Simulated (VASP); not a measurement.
I:

```xyz
2
Lattice="3.5900 0.0000 0.0000 -1.7950 3.1090 0.0000 0.0000 0.0000 5.8625" Properties=species:S:1:pos:R:3 pbc="T T T"
I     0.0000    2.0727    1.4656
I     1.7950    1.0363    4.3969
```

```yaml
Program: VASP 6.6.1
Task: relaxation of cell and atoms
Functional: PBE
Potentials_or_basis: VASP PAW PBE potentials, release 64 (I)
Cutoff: 600 eV
k_mesh: 8 × 8 × 4
Occupations: fermi-dirac, width 0.02 eV
Spin: no spin polarisation
```

At the start: pressure 2.4 GPa; volume 32.72 Å³/atom.

Where does the relaxation end?

Over 17 steps the energy falls by 280.1 meV/atom and the volume is 46.15 Å³/atom (+41.1 %); space group P6_3/mmc (No. 194, to 0.1 Å) before and after.

The path:
```
step  energy change (eV)  largest force (eV/Å)  pressure (GPa)  volume (Å³)
   1              0.0000                0.0000            2.36        65.43
   2             -0.0522                0.0000            0.28        70.09
   3             -0.0579                0.0000           -0.46        72.40
   4             -0.0809                0.0000           -0.58        72.76
   5             -0.2184                0.0000           -0.57        73.48
   6             -0.4930                0.0000            1.90        73.42
   7             -0.5064                0.0000            1.86        74.99
   8             -0.5197                0.0000            1.89        78.25
   9             -0.5431                0.0000            0.92        81.04
  10             -0.5518                0.0000           -0.21        85.24
  11             -0.5522                0.0000           -0.04        84.51
  12             -0.5522                0.0000           -0.02        84.38
  13             -0.5529                0.0000            0.00        84.65
  14             -0.5540                0.0000           -0.01        85.17
  15             -0.5560                0.0000            0.00        86.19
  16             -0.5585                0.0000            0.02        88.23
  17             -0.5603                0.0000            0.07        92.30
```

Final structure:
```cif
data_structure
_symmetry_space_group_name_H-M 'P 1'
_symmetry_Int_Tables_number 1
_cell_length_a 3.3522
_cell_length_b 3.3522
_cell_length_c 9.4845
_cell_angle_alpha 90.000
_cell_angle_beta 90.000
_cell_angle_gamma 120.000
_cell_volume 92.30
loop_
_atom_site_label
_atom_site_type_symbol
_atom_site_fract_x
_atom_site_fract_y
_atom_site_fract_z
_atom_site_occupancy
I1 I 0.33333 0.66667 0.25000 1
I2 I 0.66667 0.33333 0.75000 1
```

Caveat: the volume moved by over 15 % at a fixed basis, so the end points are rough; this functional lacks dispersion, which binds the layers, so the pressure and a relaxed spacing across them are unreliable.
